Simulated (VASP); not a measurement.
# SiO2 (I-42d) in VASP: further runs, part 2 of 2

VASP 6.6.1.

## (3) Single point, LDA (uniaxial strain along c: +3.0 %)

File INCAR:

```
ALGO = Normal
EDIFF = 1E-7
ENCUT = 520
GGA = CA
ISIF = 2
ISMEAR = 0
LASPH = True
LCHARG = False
LREAL = False
LWAVE = False
NBANDS = 44
NELM = 100
PREC = Accurate
SIGMA = 0.02
```

File KPOINTS:

```
k-points
0
Gamma
  6 6 4
```

File POSCAR:

```
SiO2
1.0
    4.8919188845      0.0000000000      0.0000000000
    0.0000000000      4.8919188845      0.0000000000
    0.0000000000      0.0000000000      7.5074706810
Si O
4 8
Direct
    0.0000000000      0.0000000000      0.0000000000
    0.0000000000      0.5000000000      0.2500000000
    0.5000000000      0.5000000000      0.5000000000
    0.5000000000      0.0000000000      0.7500000000
    0.0978814130      0.2500000000      0.1250000000
    0.2500000000      0.5978814130      0.3750000000
    0.7500000000      0.4021185870      0.3750000000
    0.9021185870      0.7500000000      0.1250000000
    0.5978814130      0.7500000000      0.6250000000
    0.7500000000      0.0978814130      0.8750000000
    0.2500000000      0.9021185870      0.8750000000
    0.4021185870      0.2500000000      0.6250000000
```

Potentials or basis: VASP PAW LDA potentials, release 64 (Si, O).

On the command line:

```
cat potpaw_LDA.64/Si/POTCAR potpaw_LDA.64/O/POTCAR > POTCAR
mpirun -np 1 vasp_std > vasp.out
```

OUTCAR:

```text
EDIFF = 1E-7
   ENCUT = 520
   GGA = CA
   ISIF = 2
   ISMEAR = 0
   LASPH = True
   LREAL = False
   NELM = 100
   PREC = Accurate

 ion  position               nearest neighbor table
   1  0.000  0.000  0.000-   5 1.61   8 1.61  10 1.61  11 1.61   2 3.08   4 3.08   2 3.08   4 3.08

   2  0.000  0.500  0.250-   5 1.61   6 1.61   7 1.61   8 1.61   1 3.08   3 3.08   1 3.08   3 3.08

[... 1374 lines left out ...]
  external PRESSURE =     -16.5072259 kB  Pullay stress =       0.0000000 kB

 VOLUME and BASIS-vectors are now :
 -----------------------------------------------------------------------------
  energy-cutoff  :      520.00
  volume of cell :      179.66
      direct lattice vectors                 reciprocal lattice vectors
     4.891918884  0.000000000  0.000000000     0.204418762  0.000000000  0.000000000
     0.000000000  4.891918884  0.000000000     0.000000000  0.204418762  0.000000000
     0.000000000  0.000000000  7.507470681     0.000000000  0.000000000  0.133200653

 POSITION                                       TOTAL-FORCE (eV/Angst)
 -----------------------------------------------------------------------------------
      0.00000      0.00000      0.00000        -0.000000      0.000000     -0.000000
      0.00000      2.44596      1.87687        -0.000000      0.000000      0.000000
      2.44596      2.44596      3.75374        -0.000000      0.000000     -0.000000
      2.44596      0.00000      5.63060        -0.000000      0.000000     -0.000000
      0.47883      1.22298      0.93843        -0.073531      0.000000      0.000000
      1.22298      2.92479      2.81530        -0.000000     -0.073531     -0.000000
      3.66894      1.96713      2.81530        -0.000000      0.073531      0.000000
      4.41309      3.66894      0.93843         0.073531      0.000000     -0.000000
      2.92479      3.66894      4.69217        -0.073531      0.000000      0.000000
      3.66894      0.47883      6.56904        -0.000000     -0.073531     -0.000000
      1.22298      4.41309      6.56904        -0.000000      0.073531     -0.000000
      1.96713      1.22298      4.69217         0.073531      0.000000     -0.000000
 -----------------------------------------------------------------------------------
    total drift:                                0.000000      0.000000      0.000000

  FREE ENERGIE OF THE ION-ELECTRON SYSTEM (eV)
  ---------------------------------------------------
  free  energy   TOTEN  =      -103.7189131033 eV

  energy  without entropy=     -103.7189131033  energy(sigma->0) =     -103.71891310
```

OSZICAR:

```text
N       E                     dE             d eps       ncg     rms          rms(c)
DAV:   1     0.398021961355E+03    0.39802E+03   -0.32459E+04  2640   0.131E+03
DAV:   2    -0.849532566405E+02   -0.48298E+03   -0.46814E+03  3380   0.308E+02
DAV:   3    -0.116834580757E+03   -0.31881E+02   -0.31734E+02  3264   0.843E+01
DAV:   4    -0.117261905315E+03   -0.42732E+00   -0.42656E+00  3312   0.108E+01
DAV:   5    -0.117269806204E+03   -0.79009E-02   -0.78962E-02  3276   0.143E+00    0.299E+01
DAV:   6    -0.104078929983E+03    0.13191E+02   -0.51668E+01  3076   0.326E+01    0.148E+01
DAV:   7    -0.103859552527E+03    0.21938E+00   -0.13803E+00  3064   0.499E+00    0.516E+00
DAV:   8    -0.103738499894E+03    0.12105E+00   -0.72611E-02  3280   0.160E+00    0.200E+00
DAV:   9    -0.103717479008E+03    0.21021E-01   -0.30986E-02  3328   0.106E+00    0.311E-01
DAV:  10    -0.103718963780E+03   -0.14848E-02   -0.40157E-03  3100   0.300E-01    0.120E-01
DAV:  11    -0.103718903134E+03    0.60646E-04   -0.12304E-03  3120   0.179E-01    0.194E-02
DAV:  12    -0.103718909427E+03   -0.62932E-05   -0.29513E-05  3136   0.273E-02    0.138E-02
DAV:  13    -0.103718912892E+03   -0.34646E-05   -0.14244E-05  2944   0.167E-02    0.497E-03
DAV:  14    -0.103718913084E+03   -0.19196E-06   -0.51916E-07  3304   0.353E-03    0.871E-04
DAV:  15    -0.103718913103E+03   -0.19789E-07   -0.25265E-08  2088   0.765E-04
   1 F= -.10371891E+03 E0= -.10371891E+03  d E =-.716703E-18
```

Wall time 5.3 min (1 thread of Intel Xeon 8259CL, shared host); peak memory 0.3 GiB.

What came out:

| Item | Value |
| --- | --- |
| Free energy | -103.7189 eV |
| Pressure | -1.7 GPa |
| Largest force | 0.074 eV/Å |
| Band gap on the k mesh | 5.65 eV |

Forces on the atoms (eV/Å):
```
Si   0.000  0.000  0.000
Si   0.000  0.000  0.000
Si   0.000  0.000  0.000
Si   0.000  0.000  0.000
O   -0.074  0.000  0.000
O    0.000 -0.074  0.000
O    0.000  0.074  0.000
O    0.074  0.000  0.000
O   -0.074  0.000  0.000
O    0.000 -0.074  0.000
O    0.000  0.074  0.000
O    0.074  0.000  0.000
```

Caveat: the cell differs from its parent crystal (uniaxial strain along c: +3.0 %). A k mesh can miss the band edges.

## (4) Single point, LDA (uniaxial strain along c: +4.5 %)

File INCAR:

```
ALGO = Normal ; EDIFF = 1E-6
ENCUT = 520 ; ISIF = 2
ISMEAR = 0 ; LASPH = T
LCHARG = F ; LREAL = F
LWAVE = F ; NBANDS = 44
NELM = 80 ; PREC = Accurate
SIGMA = 0.02
```

KPOINTS is that of step 3.

File POSCAR:

```
SiO2
1.0
    4.8734355638      0.0000000000      0.0000000000
    0.0000000000      4.8734355638      0.0000000000
    0.0000000000      0.0000000000      7.6168027783
Si O
4 8
Direct
    0.0000000000      0.0000000000      0.0000000000
    0.0000000000      0.5000000000      0.2500000000
    0.5000000000      0.5000000000      0.5000000000
    0.5000000000      0.0000000000      0.7500000000
    0.0971062359      0.2500000000      0.1250000000
    0.2500000000      0.5971062359      0.3750000000
    0.7500000000      0.4028937641      0.3750000000
    0.9028937641      0.7500000000      0.1250000000
    0.5971062359      0.7500000000      0.6250000000
    0.7500000000      0.0971062359      0.8750000000
    0.2500000000      0.9028937641      0.8750000000
    0.4028937641      0.2500000000      0.6250000000
```

On the command line:

```
cat potpaw_LDA.64/Si/POTCAR potpaw_LDA.64/O/POTCAR > POTCAR
mpirun -np 1 vasp_std > vasp.out
```

Run time: 5.1 min. Hardware: 1 thread of Intel Xeon 8259CL, shared host; peak memory 0.31 GiB.

Results (log left out):

```yaml
Free_energy: -103.6687 eV
Pressure: -2.6 GPa
Largest_force: 0.107 eV/Å
Band_gap_on_the_k_mesh: 5.58 eV
```

Forces in eV/Å, atoms in the order of the input:
```
Si   0.000  0.000  0.000
Si   0.000  0.000  0.000
Si   0.000  0.000  0.000
Si   0.000  0.000  0.000
O   -0.107  0.000  0.000
O    0.000 -0.107  0.000
O    0.000  0.107  0.000
O    0.107  0.000  0.000
O   -0.107  0.000  0.000
O    0.000 -0.107  0.000
O    0.000  0.107  0.000
O    0.107  0.000  0.000
```

Stress tensor (GPa, compression positive):
```
-1.43  0.00  0.00
 0.00 -1.43  0.00
 0.00  0.00 -4.86
```

Levels at points of the mesh, in eV from the valence-band top:
```tsv
k point	band 30	band 31	band 32	band 33	band 34	band 35
(0.00, 0.00, 0.00)	-0.25	0.00	0.00	5.58	8.47	8.48
(0.50, 0.00, 0.00)	-0.69	-0.14	-0.14	7.64	7.64	9.07
(0.50, 0.50, 0.00)	-0.41	-0.41	-0.41	8.78	8.78	8.78
(0.00, 0.00, 0.50)	-0.15	-0.15	-0.15	6.64	6.64	8.75
(0.50, 0.00, 0.50)	-0.56	-0.13	-0.13	7.90	7.90	8.54
(0.50, 0.50, 0.50)	-0.49	-0.49	-0.49	9.05	9.05	9.05
```

Caveat: the cell differs from its parent crystal (uniaxial strain along c: +4.5 %).

## (5) Overview

```csv
cell,gap on the mesh (eV),pressure (GPa),largest force (eV/Å)
"a = 4.929, b = 4.929, c = 7.289 Å, 12 atoms",5.76,0.6,0.03
"a = 4.892, b = 4.892, c = 7.507 Å, 12 atoms",5.65,-1.7,0.07
"a = 4.873, b = 4.873, c = 7.617 Å, 12 atoms",5.58,-2.6,0.11
```

Alike in all rows: task single point; level LDA; potentials or basis VASP PAW LDA potentials, release 64 (Si, O); no spin polarisation; k mesh 6 × 6 × 4; cutoff (eV) 520; smearing gaussian 0.02 eV.

Total energies depend on the potentials used, so only differences within one code and one set of settings carry meaning.
